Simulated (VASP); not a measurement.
The system is C.

```xyz
2
Lattice="0.0000 1.7952 1.7952 1.7952 0.0000 1.7952 1.7952 1.7952 0.0000" Properties=species:S:1:pos:R:3 pbc="T T T"
C     2.6928    2.6928    2.6928
C     1.7952    1.7952    1.7952
```

Base run:

```yaml
Program: VASP 6.6.1
Functional: BLYP
Potentials_or_basis: VASP PAW PBE potentials, release 64 (C)
Cutoff: 520 eV
k_mesh: 13 × 13 × 13
Occupations: fermi-dirac, width 0.05 eV
Spin: no spin polarisation
```

Its results: band gap on the k mesh 4.42 eV, indirect (least direct gap 5.68 eV); pressure 3.1 GPa.

After a change of settings the same cell gave: band gap on the k mesh 3.97 eV, indirect (least direct gap 5.49 eV); pressure -12.1 GPa. Which change was it?
A. functional from BLYP to PBE; dispersion from none to D3(BJ)
B. functional from BLYP to PBEsol
C. functional from BLYP to RPBE
D. functional from BLYP to PBEsol; potentials or basis from VASP PAW PBE potentials, release 64 (C) to VASP PAW PBE potentials, release 64 (C_h); cutoff from 520 eV to 910 eV

B.

PBEsol binds more tightly than BLYP, so the same cell stands under less pressure.

Caveats: the PAW data sets were made with another functional, which shifts forces and pressure a little.
